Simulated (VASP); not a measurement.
# RuS (F-43m) in VASP: notebook

The runs below take RuS through single point, relaxation of cell and atoms, with PBE.

All numbers are computed with VASP 6.6.1; they aren't measurements. Logs are shortened: lines on timing, memory, paths and dates and some standing lists are left out, and cuts for length are marked.

## (1) The cell of the first run

The structure is cubic, space group F-43m (No. 216). Conventional cell: a = 5.202 Å, b = 5.202 Å, c = 5.202 Å, α = 90.00°, β = 90.00°, γ = 90.00°. Within 3.0 Å of Ru (site symmetry -43m) lie 4 S at 2.25 Å. S (site symmetry -43m) has 4 Ru at 2.25 Å within 3.0 Å.

## (2) Single point, PBE

File INCAR:

```
SYSTEM = RuS
PREC = Accurate ; ENCUT = 520
EDIFF = 1E-6 ; ISMEAR = 0
SIGMA = 0.1 ; LREAL = .False.
LASPH = .True. ; NELM = 60
ALGO = Normal ; ISIF = 2
LWAVE = .False. ; LCHARG = .False.
GGA = PE ; NBANDS = 17
```

File KPOINTS:

```
Automatic mesh
0
Gamma
  14 14 14
  0 0 0
```

File POSCAR:

```
RuS
1.0
    0.0000000000      2.6007677287      2.6007677287
    2.6007677287      0.0000000000      2.6007677287
    2.6007677287      2.6007677287      0.0000000000
Ru S
1 1
Direct
    0.0000000000      0.0000000000      0.0000000000
    0.7500000000      0.7500000000      0.7500000000
```

Potentials or basis: VASP PAW PBE potentials, release 64 (Ru_pv, S).

On the command line:

```sh
$ cat potpaw_PBE.64/Ru_pv/POTCAR potpaw_PBE.64/S/POTCAR > POTCAR
$ mpirun -np 1 vasp_std > vasp.out
```

OUTCAR:

```text
SYSTEM = RuS
   PREC = Accurate
   ENCUT = 520
   EDIFF = 1E-6
   ISMEAR = 0
   LREAL = .False.
   LASPH = .True.
   NELM = 60
   ISIF = 2
   GGA = PE

 ion  position               nearest neighbor table
   1  0.000  0.000  0.000-   2 2.25   2 2.25   2 2.25   2 2.25
   2  0.750  0.750  0.750-   1 2.25   1 2.25   1 2.25   1 2.25

  LATTYP: Found a face centered cubic cell.
 ALAT       =     5.2015354574

  Lattice vectors:

 A1 = (   0.0000000000,   2.6007677287,   2.6007677287)
 A2 = (   2.6007677287,   0.0000000000,   2.6007677287)
 A3 = (   2.6007677287,   2.6007677287,   0.0000000000)

Analysis of symmetry for initial positions (statically):
=====================================================================
 Subroutine PRICEL returns:
 Original cell was already a primitive cell.

 Routine SETGRP: Setting up the symmetry group for a
 face centered cubic supercell.

 Subroutine GETGRP returns: Found 24 space group operations
 (whereof 24 operations were pure point group operations)
 out of a pool of 48 trial point group operations.

The static configuration has the point symmetry T_d .

Analysis of symmetry for dynamics (positions and initial velocities):
=====================================================================
 Subroutine PRICEL returns:
 Original cell was already a primitive cell.

 Routine SETGRP: Setting up the symmetry group for a
 face centered cubic supercell.

 Subroutine GETGRP returns: Found 24 space group operations
 (whereof 24 operations were pure point group operations)
 out of a pool of 48 trial point group operations.

The dynamic configuration has the point symmetry T_d .

 Subroutine INISYM returns: Found 24 space group operations
 (whereof 24 operations are pure point group operations),
 and found     1 'primitive' translations

----------------------------------------------------------------------------------------

                                     Primitive cell

  volume of cell :      35.1831

  direct lattice vectors                    reciprocal lattice vectors
     0.000000000  2.600767729  2.600767729    -0.192250924  0.192250924  0.192250924
     2.600767729  0.000000000  2.600767729     0.192250924 -0.192250924  0.192250924
     2.600767729  2.600767729  0.000000000     0.192250924  0.192250924 -0.192250924

  length of vectors
     3.678040995  3.678040995  3.678040995     0.332988369  0.332988369  0.332988369

  position of ions in fractional coordinates (direct lattice)
     0.000000000  0.000000000  0.000000000
     0.750000000  0.750000000  0.750000000

  ion indices of the primitive-cell ions
   primitive index   ion index
                 1           1
                 2           2

----------------------------------------------------------------------------------------

 KPOINTS: Automatic mesh

Automatic generation of k-mesh.
 Grid dimensions read from file:
 generate k-points for:   14   14   14

 Generating k-lattice:

  Cartesian coordinates                     Fractional coordinates (reciprocal lattice)
    -0.013732209  0.013732209  0.013732209     0.071428571  0.000000000  0.000000000
     0.013732209 -0.013732209  0.013732209     0.000000000  0.071428571  0.000000000
     0.013732209  0.013732209 -0.013732209     0.000000000  0.000000000  0.071428571

  Length of vectors
     0.023784883  0.023784883  0.023784883

  Shift w.r.t. Gamma in fractional coordinates (k-lattice)
     0.000000000  0.000000000  0.000000000

 Subroutine IBZKPT returns following result:
 ===========================================

 Found    104 irreducible k-points:

 Following reciprocal coordinates:
            Coordinates               Weight
  0.000000  0.000000  0.000000      1.000000
  0.071429  0.000000  0.000000      8.000000
  0.142857  0.000000  0.000000      8.000000
  0.214286  0.000000  0.000000      8.000000
  0.285714  0.000000  0.000000      8.000000
  0.357143  0.000000  0.000000      8.000000
[... 16 lines left out ...]
  0.214286  0.142857  0.000000     24.000000
  0.285714  0.142857  0.000000     24.000000
 [... further k-points ...]
   k-points           NKPTS =    104   k-points in BZ     NKDIM =    104   number of bands    NBANDS=     17
   number of dos      NEDOS =    301   number of ions     NIONS =      2
   total plane-waves  NPLWV =  21952
   dimension x,y,z NGX =    28 NGY =   28 NGZ =   28
   dimension x,y,z NGXF=    56 NGYF=   56 NGZF=   56
   ions per type =               1   1
   NGX,Y,Z   is equivalent  to a cutoff of  12.66, 12.66, 12.66 a.u.
   NGXF,Y,Z  is equivalent  to a cutoff of  25.31, 25.31, 25.31 a.u.
 SYSTEM =  RuS
   PREC   = accura    normal or accurate (medium, high low for compatibility)
   ISTART =      0    job   : 0-new  1-cont  2-samecut
   ICHARG =      2    charge: 1-file 2-atom 10-const
   ISPIN  =      1    spin polarized calculation?
   LNONCOLLINEAR =      F non collinear calculations
   LSORBIT =      F    spin-orbit coupling
   LASPH  =      T    aspherical Exc in radial PAW
   ENCUT  =  520.0 eV  38.22 Ry    6.18 a.u.   6.84  6.84  6.84*2*pi/ulx,y,z
   NELM   =     60;   NELMIN=  2; NELMDL= -5     # of ELM steps
   EDIFF  = 0.1E-05   stopping-criterion for ELM
   LREAL  =      F    real-space projection
   EDIFFG = 0.1E-04   stopping-criterion for IOM
   NSW    =      0    number of steps for IOM
   IBRION =     -1    ionic relax: 0-MD 1-quasi-New 2-CG
   NFREE  =      0    steps in history (QN), initial steepest desc. (CG)
   ISIF   =      2    stress and relaxation
   ISYM   =      2    0-nonsym 1-usesym 2-fastsym
   POTIM  = 0.5000    time-step for ionic-motion
   TEBEG  =    0.0;   TEEND  =   0.0 temperature during run
   PSTRESS=    0.0 pullay stress
   NELECT =      20.0000    total number of electrons
   NUPDOWN=      -1.0000    fix difference up-down
   EMIN   =  10.00;   EMAX   =-10.00  energy-range for DOS
   EFERMI =   0.00;   METHOD = LEGACY
   ISMEAR =     0;   SIGMA  =   0.10  broadening in eV -4-tet -1-fermi 0-gaus
   EFERMI_NEDOS =   21; number of points for ismear=-14 and -15
   IALGO  =     38    algorithm
   IMIX   =      4    mixing-type and parameters
     AMIX     =   0.40;   BMIX     =  1.00
     AMIX_MAG =   1.60;   BMIX_MAG =  1.00
  volume/ion in A,a.u.               =      17.59       118.71
  Fermi-wavevector in a.u.,A,eV,Ry     =   1.356146  2.562745 25.022927  1.839133
  Thomas-Fermi vector in A             =   2.483174
   LORBIT       =      0    0 simple, 1 ext, 2 COOP (PROOUT), +10 PAW based schemes
   GGA     = PE    functional components
   LHFCALC =     F    Hartree Fock is set to
   AEXX    =    0.0000 exact exchange contribution
   IVDW    =     0    specifies the selected vdW correction
   LEPSILON=     F    determine dielectric tensor
   LRPA    =     F    only Hartree local field effects (RPA)
 non-spin polarized calculation
 Gauss-broadening in eV      SIGMA  =   0.10
  energy-cutoff  :      520.00
  volume of cell :       35.18
 maximum number of plane-waves:       961
   NGX = 13   NGY = 13   NGZ = 13

 number of electron      19.9999998 magnetization

 Free energy of the ion-electron system (eV)
  ---------------------------------------------------
  ext. energy  EPLUGINS =         0.00000000
  ---------------------------------------------------
  free energy    TOTEN  =       -13.66557525 eV

  energy without entropy =      -13.65644736  energy(sigma->0) =      -13.66101131

 E-fermi :   8.1631     XC(G=0): -11.1469

 val. band max:        8.1505282240   @ k =   0.5000   0.3571   0.0714
 cond. band min:       8.1691474537   @ k =  -0.3571   0.3571   0.1429
 fundamental gap:      0.0186192297
 Fermi energy:         8.1631298891

 k-point     1 :       0.0000    0.0000    0.0000
  band No.  band energies     occupation
      1     -34.7818      2.00000
      2     -34.7818      2.00000
      3     -34.7818      2.00000
      4      -7.2741      2.00000
      5       1.9186      2.00000
      6       1.9186      2.00000
[... 9 lines left out ...]
     16      16.0467      0.00000
     17      19.2299      0.00000

 k-point     2 :       0.0714    0.0000    0.0000
  band No.  band energies     occupation
      1     -34.7842      2.00000
      2     -34.7821      2.00000
      3     -34.7821      2.00000
      4      -7.2327      2.00000
      5       1.8715      2.00000
      6       1.9458      2.00000
[... 9 lines left out ...]
     16      16.1134      0.00000
     17      19.2300      0.00000

 k-point     3 :       0.1429    0.0000    0.0000
  band No.  band energies     occupation
      1     -34.7910      2.00000
      2     -34.7832      2.00000
      3     -34.7832      2.00000
      4      -7.1157      2.00000
      5       1.7568      2.00000
      6       2.0202      2.00000
[... 9 lines left out ...]
     16      16.3030      0.00000
     17      19.2302      0.00000

 k-point     4 :       0.2143    0.0000    0.0000
  band No.  band energies     occupation
      1     -34.8009      2.00000
      2     -34.7847      2.00000
      3     -34.7847      2.00000
      4      -6.9437      2.00000
      5       1.6343      2.00000
      6       2.1223      2.00000
[... 9 lines left out ...]
     16      16.5700      0.00000
     17      19.2302      0.00000
[... 343 lines left out ...]
      1     -34.7911      2.00000
      2     -34.7852      2.00000
      3     -34.7852      2.00000
      4      -7.0629      2.00000
      5       1.6363      2.00000
      6       2.1004      2.00000
[... 9 lines left out ...]
     16      16.5606      0.00000
     17      19.2723      0.00000

 k-point    23 :       0.2143    0.1429    0.0000
  band No.  band energies     occupation
      1     -34.7976      2.00000
      2     -34.7869      2.00000
      3     -34.7866      2.00000
      4      -6.9343      2.00000
      5       1.5238      2.00000
      6       2.1938      2.00000
[... 9 lines left out ...]
     16      16.8630      0.00000
     17      19.5347      0.00000

 k-point    24 :       0.2857    0.1429    0.0000
  band No.  band energies     occupation
      1     -34.8065      2.00000
      2     -34.7887      2.00000
      3     -34.7883      2.00000
      4      -6.7650      2.00000
      5       1.4545      2.00000
      6       2.2796      2.00000
[... 9 lines left out ...]
     16      17.1591      0.00000
     17      19.6901      0.00000

 [... further k-points ...]

------------------------ aborting loop because EDIFF is reached ----------------------------------------

  FORCE on cell =-STRESS in cart. coord.  units (eV):
  Direction    XX          YY          ZZ          XY          YZ          ZX
  --------------------------------------------------------------------------------------
  -------------------------------------------------------------------------------------
  Total       -0.0355637     -0.0355637     -0.0355637      0.0000000     -0.0000000      0.0000000
  in kB       -1.6195047     -1.6195047     -1.6195047      0.0000000     -0.0000000      0.0000000
  external PRESSURE =      -1.6195047 kB  Pullay stress =       0.0000000 kB

 VOLUME and BASIS-vectors are now :
 -----------------------------------------------------------------------------
  energy-cutoff  :      520.00
  volume of cell :       35.18
      direct lattice vectors                 reciprocal lattice vectors
     0.000000000  2.600767729  2.600767729    -0.192250924  0.192250924  0.192250924
     2.600767729  0.000000000  2.600767729     0.192250924 -0.192250924  0.192250924
     2.600767729  2.600767729  0.000000000     0.192250924  0.192250924 -0.192250924

 POSITION                                       TOTAL-FORCE (eV/Angst)
 -----------------------------------------------------------------------------------
      0.00000      0.00000      0.00000        -0.000000     -0.000000     -0.000000
      3.90115      3.90115      3.90115         0.000000      0.000000      0.000000
 -----------------------------------------------------------------------------------
    total drift:                                0.000000      0.000000      0.000001

  FREE ENERGIE OF THE ION-ELECTRON SYSTEM (eV)
  ---------------------------------------------------
  free  energy   TOTEN  =       -13.6655752505 eV

  energy  without entropy=      -13.6564473641  energy(sigma->0) =      -13.66101131
```

Wall time 67 s (1 thread of Oxide Virtual Turin-like, shared host); peak memory 0.16 GiB.

Results:

* Free energy: -13.6656 eV
* Pressure: -0.2 GPa
* Band gap on the k mesh: zero (band 10 reaches 10.66 eV, above the bottom of band 11 at 7.59 eV)

## (3) Relaxation of cell and atoms, PBE

This run uses another cell than the first one, of 17.68 Å³/atom, 1.005 times its volume.

File INCAR:

```
PREC = Accurate
ENCUT = 600
EDIFF = 1E-6
ISMEAR = 0
SIGMA = 0.1
LREAL = False
LASPH = True
NELM = 80
ALGO = Normal
ISIF = 3
LWAVE = False
LCHARG = False
GGA = PE
IBRION = 2
NSW = 80
EDIFFG = -0.01
```

File KPOINTS:

```
regular mesh
0
Gamma
  14 14 14
```

File POSCAR:

```
RuS
1.0
    0.0000000000      2.6052062426      2.6052062426
    2.6052062426      0.0000000000      2.6052062426
    2.6052062426      2.6052062426      0.0000000000
Ru S
1 1
Direct
    0.0000000000      0.0000000000      0.0000000000
    0.7500000000      0.7500000000      0.7500000000
```

Potentials or basis: VASP PAW PBE potentials, release 64 (Ru_pv, S).

On the command line:

```sh
$ cat potpaw_PBE.64/Ru_pv/POTCAR potpaw_PBE.64/S/POTCAR > POTCAR
$ mpirun -np 1 vasp_std > vasp.out
```

It took 2.5 min on 1 thread of Oxide Virtual Turin-like, shared host; peak memory 0.19 GiB.

The run converged. Its results:

```yaml
Free_energy: -13.6659 eV
Relaxed_volume: 17.57 Å³/atom
Relaxed_cell: a = 3.677 Å, b = 3.677 Å, c = 3.677 Å, α = 60.00°, β = 60.00°, γ = 60.00°
Space_group_after_relaxing_to_0.05_Å: F-43m (No. 216)
Energy_gained_by_relaxing: 0.3 meV/atom
Ionic_steps: 3
Pressure_after_relaxing: 0.0 GPa
Band_gap_on_the_k_mesh: zero (band 10 reaches 10.68 eV, above the bottom of band 11 at 7.60 eV)
```

Step by step:
| step | energy change (eV) | largest force (eV/Å) | pressure (GPa) | volume (Å³) |
| --- | --- | --- | --- | --- |
| 1 | 0.0000 | 0.0000 | -0.90 | 35.36 |
| 2 | 0.0005 | 0.0000 | 1.22 | 34.86 |
| 3 | -0.0006 | 0.0000 | -0.01 | 35.15 |

Final structure:
```
CELL_PARAMETERS angstrom
0.00000 2.59987 2.59987
2.59987 0.00000 2.59987
2.59987 2.59987 0.00000
ATOMIC_POSITIONS crystal
Ru 0.00000 0.00000 0.00000
S 0.75000 0.75000 0.75000
```

Levels at points of the mesh, in eV from the Fermi level:
```
           k point  band 6  band 7  band 8  band 9  band 10  band 11  band 12  band 13  band 14
(0.00, 0.00, 0.00)   -6.25   -6.25   -2.16   -2.16     2.05     3.40     3.40     3.40     7.89
(0.50, 0.00, 0.00)   -5.80   -5.80   -1.81   -1.81    -1.45     1.40     1.40     4.41     8.81
(0.50, 0.50, 0.00)   -4.85   -4.85   -2.71   -1.30    -1.11    -0.58    -0.58     6.02     7.31
```
